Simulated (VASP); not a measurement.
H2Se, 3 atoms in the cell. It takes space group P4mm (No. 99, tetragonal). Conventional cell: a = 2.924 Å, b = 2.924 Å, c = 4.965 Å, α = 90.00°, β = 90.00°, γ = 90.00°. H (site symmetry 2mm) has 2 Se at 1.84 Å and 4 H at 2.07 Å within 2.4 Å. Within 2.4 Å of Se (site symmetry 4mm) lie 4 H at 1.84 Å. 

| Property | Result |
| --- | --- |
| Program | VASP 6.6.1 |
| Task | relaxation of cell and atoms |
| Functional | PBE |
| Dispersion | D3(BJ) |
| Potentials or basis | VASP PAW PBE potentials, release 64 (H, Se) |
| Cutoff | 600 eV |
| k mesh | 6 × 6 × 4 |
| Occupations | gaussian, width 0.1 eV |
| Spin | no spin polarisation |
| Dipole correction | no |
| Further INCAR settings | ALGO = Normal; EDIFF = 1e-06; IBRION = 2; EDIFFG = -0.04; NSW = 90; ISIF = 3 |

Potentials or basis: VASP PAW PBE potentials, release 64 (H, Se).

Command:

```bash
$ cat potpaw_PBE.64/H/POTCAR potpaw_PBE.64/Se/POTCAR > POTCAR
$ mpirun -np 1 vasp_std > vasp.out
```

Hardware: 1 thread of Intel(R) Xeon(R) 6975P-C (Granite Rapids), with other jobs on the host.

How long does it take, and how much memory?

Run time: 37 s on 1 thread of Intel(R) Xeon(R) 6975P-C (Granite Rapids), on a shared host, peak memory 0.17 GiB. Counts: scf iterations 59, k points 30, ion steps 7.
